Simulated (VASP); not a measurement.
# Ta (P6_3/mmc) in VASP: notebook, part 2 of 3

VASP 6.6.1.

## Step 3: Single point, RPBE (volume scaled by 1.08)

File INCAR:

```
PREC = Accurate
ENCUT = 520
EDIFF = 1E-6
ISMEAR = -1
SIGMA = 0.1
LREAL = F
LASPH = T
NELM = 100
ALGO = Normal
ISIF = 2
LWAVE = F
LCHARG = F
GGA = RP
NBANDS = 18
```

File KPOINTS:

```
Automatic mesh
0
Gamma
  14 14 7
```

File POSCAR:

```
Ta
1.0
    2.9932777025      0.0000000000      0.0000000000
   -1.4966388513      2.5922545309      0.0000000000
    0.0000000000      0.0000000000      5.3096156839
Ta
2
Direct
    0.3333333333      0.6666666667      0.2500000000
    0.6666666667      0.3333333333      0.7500000000
```

Potentials or basis: VASP PAW PBE potentials, release 64 (Ta_pv).

Run with:

```bash
> cat potpaw_PBE.64/Ta_pv/POTCAR > POTCAR
> mpirun -np 1 vasp_std > vasp.out
```

OUTCAR:

```text
PREC = Accurate
   ENCUT = 520
   EDIFF = 1E-6
   ISMEAR = -1
   LREAL = F
   LASPH = T
   NELM = 100
   ISIF = 2
   GGA = RP

 ion  position               nearest neighbor table
   1  0.333  0.667  0.250-   2 3.17   2 3.17   2 3.17   2 3.17   2 3.17   2 3.17
   2  0.667  0.333  0.750-   1 3.17   1 3.17   1 3.17   1 3.17   1 3.17   1 3.17

  LATTYP: Found a hexagonal cell.
 ALAT       =     2.9932777025
 C/A-ratio  =     1.7738466696

  Lattice vectors:

 A1 = (   2.9932777025,   0.0000000000,   0.0000000000)
 A2 = (  -1.4966388513,   2.5922545309,   0.0000000000)
 A3 = (   0.0000000000,   0.0000000000,   5.3096156839)

Analysis of symmetry for initial positions (statically):
=====================================================================
 Subroutine PRICEL returns:
 Original cell was already a primitive cell.

 Routine SETGRP: Setting up the symmetry group for a
 hexagonal supercell.

 Subroutine GETGRP returns: Found 24 space group operations
 (whereof 12 operations were pure point group operations)
 out of a pool of 24 trial point group operations.

The static configuration has the point symmetry D_3d.
 The point group associated with its full space group is D_6h.

Analysis of symmetry for dynamics (positions and initial velocities):
=====================================================================
 Subroutine PRICEL returns:
 Original cell was already a primitive cell.

 Routine SETGRP: Setting up the symmetry group for a
 hexagonal supercell.

 Subroutine GETGRP returns: Found 24 space group operations
 (whereof 12 operations were pure point group operations)
 out of a pool of 24 trial point group operations.

The dynamic configuration has the point symmetry D_3d.
 The point group associated with its full space group is D_6h.

 Subroutine INISYM returns: Found 24 space group operations
 (whereof 12 operations are pure point group operations),
 and found     1 'primitive' translations

----------------------------------------------------------------------------------------

                                     Primitive cell

  volume of cell :      41.1991

  direct lattice vectors                    reciprocal lattice vectors
     2.993277702  0.000000000  0.000000000     0.334081933  0.192882294  0.000000000
    -1.496638851  2.592254531  0.000000000     0.000000000  0.385764588  0.000000000
     0.000000000  0.000000000  5.309615684     0.000000000  0.000000000  0.188337548

  length of vectors
     2.993277702  2.993277702  5.309615684     0.385764588  0.385764588  0.188337548

  position of ions in fractional coordinates (direct lattice)
     0.333333333  0.666666667  0.250000000
     0.666666667  0.333333333  0.750000000

  ion indices of the primitive-cell ions
   primitive index   ion index
                 1           1
                 2           2

----------------------------------------------------------------------------------------

 KPOINTS: Automatic mesh

Automatic generation of k-mesh.
 Grid dimensions read from file:
 generate k-points for:   14   14    7

 Generating k-lattice:

  Cartesian coordinates                     Fractional coordinates (reciprocal lattice)
     0.023862995  0.013777307  0.000000000     0.071428571  0.000000000  0.000000000
     0.000000000  0.027554613  0.000000000     0.000000000  0.071428571  0.000000000
     0.000000000  0.000000000  0.026905364     0.000000000  0.000000000  0.142857143

  Length of vectors
     0.027554613  0.027554613  0.026905364

  Shift w.r.t. Gamma in fractional coordinates (k-lattice)
     0.000000000  0.000000000  0.000000000

 Subroutine IBZKPT returns following result:
 ===========================================

 Found     96 irreducible k-points:

 Following reciprocal coordinates:
            Coordinates               Weight
  0.000000  0.000000  0.000000      1.000000
  0.071429  0.000000  0.000000      6.000000
  0.142857  0.000000  0.000000      6.000000
  0.214286  0.000000  0.000000      6.000000
  0.285714  0.000000  0.000000      6.000000
  0.357143 -0.000000  0.000000      6.000000
[... 16 lines left out ...]
  0.285714  0.285714  0.000000      6.000000
  0.357143  0.285714  0.000000      6.000000
 [... further k-points ...]
   k-points           NKPTS =     96   k-points in BZ     NKDIM =     96   number of bands    NBANDS=     18
   number of dos      NEDOS =    301   number of ions     NIONS =      2
   total plane-waves  NPLWV =  23040
   dimension x,y,z NGX =    24 NGY =   24 NGZ =   40
   dimension x,y,z NGXF=    48 NGYF=   48 NGZF=   80
   ions per type =               2
   NGX,Y,Z   is equivalent  to a cutoff of  13.33, 13.33, 12.52 a.u.
   NGXF,Y,Z  is equivalent  to a cutoff of  26.66, 26.66, 25.05 a.u.
 SYSTEM =  unknown system
   PREC   = accura    normal or accurate (medium, high low for compatibility)
   ISTART =      0    job   : 0-new  1-cont  2-samecut
   ICHARG =      2    charge: 1-file 2-atom 10-const
   ISPIN  =      1    spin polarized calculation?
   LNONCOLLINEAR =      F non collinear calculations
   LSORBIT =      F    spin-orbit coupling
   LASPH  =      T    aspherical Exc in radial PAW
   ENCUT  =  520.0 eV  38.22 Ry    6.18 a.u.   5.57  5.57  9.87*2*pi/ulx,y,z
   NELM   =    100;   NELMIN=  2; NELMDL= -5     # of ELM steps
   EDIFF  = 0.1E-05   stopping-criterion for ELM
   LREAL  =      F    real-space projection
   EDIFFG = 0.1E-04   stopping-criterion for IOM
   NSW    =      0    number of steps for IOM
   IBRION =     -1    ionic relax: 0-MD 1-quasi-New 2-CG
   NFREE  =      0    steps in history (QN), initial steepest desc. (CG)
   ISIF   =      2    stress and relaxation
   ISYM   =      2    0-nonsym 1-usesym 2-fastsym
   POTIM  = 0.5000    time-step for ionic-motion
   TEBEG  =    0.0;   TEEND  =   0.0 temperature during run
   PSTRESS=    0.0 pullay stress
   NELECT =      22.0000    total number of electrons
   NUPDOWN=      -1.0000    fix difference up-down
   EMIN   =  10.00;   EMAX   =-10.00  energy-range for DOS
   EFERMI =   0.00;   METHOD = LEGACY
   ISMEAR =    -1;   SIGMA  =   0.10  broadening in eV -4-tet -1-fermi 0-gaus
   EFERMI_NEDOS =   21; number of points for ismear=-14 and -15
   IALGO  =     38    algorithm
   IMIX   =      4    mixing-type and parameters
     AMIX     =   0.40;   BMIX     =  1.00
     AMIX_MAG =   1.60;   BMIX_MAG =  1.00
  volume/ion in A,a.u.               =      20.60       139.01
  Fermi-wavevector in a.u.,A,eV,Ry     =   1.328168  2.509874 24.001103  1.764031
  Thomas-Fermi vector in A             =   2.457426
   LORBIT       =      0    0 simple, 1 ext, 2 COOP (PROOUT), +10 PAW based schemes
   GGA     = RP    functional components
   LHFCALC =     F    Hartree Fock is set to
   AEXX    =    0.0000 exact exchange contribution
   IVDW    =     0    specifies the selected vdW correction
   LEPSILON=     F    determine dielectric tensor
   LRPA    =     F    only Hartree local field effects (RPA)
 non-spin polarized calculation
  energy-cutoff  :      520.00
  volume of cell :       41.20
 maximum number of plane-waves:      1136
 NGX is ok and might be reduce to    24
   NGX = 11   NGY = 11   NGZ = 19

 number of electron      21.9999994 magnetization

 Free energy of the ion-electron system (eV)
  ---------------------------------------------------
  ext. energy  EPLUGINS =         0.00000000
  ---------------------------------------------------
  free energy    TOTEN  =       -22.01215979 eV

  energy without entropy =      -21.91613296  energy(sigma->0) =      -21.96414638

 E-fermi :   4.9377     XC(G=0): -11.8762

 val. band max:        4.9297886172   @ k =   0.2143   0.0000   0.4286
 cond. band min:       4.9395759785   @ k =   0.4286   0.1429   0.1429
 fundamental gap:      0.0097873612
 Fermi energy:         4.9377357056

 k-point     1 :       0.0000    0.0000    0.0000
  band No.  band energies     occupation
      1     -29.7293      2.00000
      2     -29.1417      2.00000
      3     -29.0464      2.00000
      4     -29.0464      2.00000
      5     -28.9850      2.00000
      6     -28.9850      2.00000
[... 10 lines left out ...]
     17       9.5550      0.00000
     18       9.5550      0.00000

 k-point     2 :       0.0714    0.0000    0.0000
  band No.  band energies     occupation
      1     -29.7177      2.00000
      2     -29.1432      2.00000
      3     -29.0840      2.00000
      4     -29.0568      2.00000
      5     -29.0234      2.00000
      6     -28.9920      2.00000
[... 10 lines left out ...]
     17       9.6224      0.00000
     18       9.9151      0.00000
[... 442 lines left out ...]
 k-point    24 :       0.3571    0.2857    0.0000
  band No.  band energies     occupation
      1     -29.6266      2.00000
      2     -29.5521      2.00000
      3     -29.5016      2.00000
      4     -29.4186      2.00000
      5     -29.3433      2.00000
      6     -29.2962      2.00000
[... 10 lines left out ...]
     17      11.4227      0.00000
     18      11.5805      0.00000

 [... further k-points ...]
[... 5 lines left out ...]
  --------------------------------------------------------------------------------------
  -------------------------------------------------------------------------------------
  Total       -3.1297987     -3.1297987     -2.9435972      0.0000000      0.0000000      0.0000000
  in kB     -121.7136406   -121.7136406   -114.4725162      0.0000000      0.0000000      0.0000000
  external PRESSURE =    -119.2999325 kB  Pullay stress =       0.0000000 kB

 VOLUME and BASIS-vectors are now :
 -----------------------------------------------------------------------------
  energy-cutoff  :      520.00
  volume of cell :       41.20
      direct lattice vectors                 reciprocal lattice vectors
     2.993277702  0.000000000  0.000000000     0.334081933  0.192882294  0.000000000
    -1.496638851  2.592254531  0.000000000     0.000000000  0.385764588  0.000000000
     0.000000000  0.000000000  5.309615684     0.000000000  0.000000000  0.188337548

 POSITION                                       TOTAL-FORCE (eV/Angst)
 -----------------------------------------------------------------------------------
     -0.00000      1.72817      1.32740         0.000000      0.000000      0.000000
      1.49664      0.86408      3.98221        -0.000000     -0.000000      0.000000
 -----------------------------------------------------------------------------------
    total drift:                               -0.000000      0.000000     -0.000000

  FREE ENERGIE OF THE ION-ELECTRON SYSTEM (eV)
  ---------------------------------------------------
  free  energy   TOTEN  =       -22.0121597890 eV

  energy  without entropy=      -21.9161329634  energy(sigma->0) =      -21.96414638
```

stdout:

```text
POSCAR found type information on POSCAR Ta
 POSCAR found :  1 types and       2 ions
 scaLAPACK will be used
 -----------------------------------------------------------------------------
|                                                                             |
|                                                                             |
|     You enforced a specific xc type in the INCAR file but a different       |
|     I HOPE YOU KNOW WHAT YOU ARE DOING!                                     |
|                                                                             |
 -----------------------------------------------------------------------------

 LDA part: xc-table for (Slater+PW92), standard interpolation
 POSCAR, INCAR and KPOINTS ok, starting setup
 FFT: planning ... GRIDC
 FFT: planning ... GRID_SOFT
 FFT: planning ... GRID
 WAVECAR not read
 entering main loop
```

It took 28 s on 1 thread of AMD EPYC 9R45 (Zen 5), shared host; peak memory 0.17 GiB.

What came out:

| Property | Result |
| --- | --- |
| Free energy | -22.0122 eV |
| Pressure | -11.9 GPa |
| Band gap on the k mesh | zero (band 11 reaches 5.81 eV, above the bottom of band 12 at 4.30 eV) |

Caveat: the PAW data sets were made with another functional, which shifts forces and pressure a little; spin-orbit coupling is left out, which moves the levels of the heavy elements.

[end of part 2 of 3]
